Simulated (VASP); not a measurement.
A run of VASP 6.6.1 is set up as follows.

File INCAR:

```
SYSTEM = Be2C
ALGO     = Normal         ! electronic algorithm
EDIFF    = 1E-6           ! SCF threshold, eV
ENCUT    = 600            ! plane-wave cutoff, eV
GGA_COMPAT= .False.      
ISIF     = 2              ! what is computed and relaxed
ISMEAR   = 0              ! smearing method
LASPH    = .True.         ! aspherical terms in the spheres
LCHARG   = .True.         ! write CHGCAR
LELF     = .True.         ! ELF
LREAL    = .False.        ! projectors in reciprocal space
LVHAR    = .True.       
LWAVE    = .False.        ! write WAVECAR
NBANDS   = 11             ! bands
NELM     = 120            ! most SCF steps
PREC     = Accurate       ! precision mode
SIGMA    = 0.01           ! smearing width, eV
```

KPOINTS

```
k-points
0
Gamma
  6 6 6
  0 0 0
```

Contents of POSCAR:

```
Be2C
1.0
    0.0000000000      2.1604856457      2.1604856457
    2.1604856457      0.0000000000      2.1604856457
    2.1604856457      2.1604856457      0.0000000000
Be C
2 1
Direct
    0.7500000000      0.7500000000      0.7500000000
    0.2500000000      0.2500000000      0.2500000000
    0.0000000000      0.0000000000      0.0000000000
```

Potentials or basis: VASP PAW LDA potentials, release 64 (Be, C).

The run is started by

```console
$ cat potpaw_LDA.64/Be/POTCAR potpaw_LDA.64/C/POTCAR > POTCAR
$ mpirun -np 1 vasp_std > vasp.out
```

Q: Estimate the pressure.

A: -7.1 GPa.

Q: Predict the band gap on the k mesh.

A: 1.18 eV (least direct gap 4.03 eV).

Caveat: the cell stands under tension. A k mesh can miss the band edges.
